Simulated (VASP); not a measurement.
Write the native input for VASP 6.6.1 that does the following.

```yaml
Task: single point
Functional: PBE
Potentials_or_basis: VASP PAW PBE potentials, release 64 (Na_pv, Cl)
Cutoff: 520 eV
k_mesh: 6 × 6 × 6
Occupations: gaussian, width 0.05 eV
Spin: no spin polarisation
Dipole_correction: no
Further_INCAR_settings: ALGO = Normal; EDIFF = 1e-07; NBANDS = 14
```

The structure of NaCl lies in POSCAR:

```
NaCl
1.0
    3.5050044763      0.0000000000      0.0000000000
    0.0000000000      3.5050044763      0.0000000000
    0.0000000000      0.0000000000      3.5050044763
Na Cl
1 1
Direct
    0.0000000000      0.0000000000      0.0000000000
    0.5000000000      0.5000000000      0.5000000000
```

The input as run:

INCAR

```
SYSTEM = NaCl
PREC = Accurate ; ENCUT = 520
EDIFF = 1E-7 ; ISMEAR = 0
SIGMA = 0.05 ; LREAL = .FALSE.
LASPH = .TRUE. ; NELM = 100
ALGO = Normal ; ISIF = 2
LWAVE = .FALSE. ; LCHARG = .TRUE.
GGA = PE ; LELF = .TRUE.
LVHAR = .TRUE. ; NBANDS = 14
```

KPOINTS

```
regular mesh
0
G
  6 6 6
  0 0 0
```

Potentials or basis: VASP PAW PBE potentials, release 64 (Na_pv, Cl).

Run with:

```sh
$ cat potpaw_PBE.64/Na_pv/POTCAR potpaw_PBE.64/Cl/POTCAR > POTCAR
$ mpirun -np 1 vasp_std > vasp.out
```

Results of the run:

```json
{
  "Pressure": "0.0 GPa",
  "Band gap on the k mesh": "3.97 eV, indirect (least direct gap 4.46 eV)"
}
```

Wall time 5.7 s on 1 thread of Intel(R) Xeon(R) 6975P-C (Granite Rapids), with other jobs on the host, peak memory 0.15 GiB.
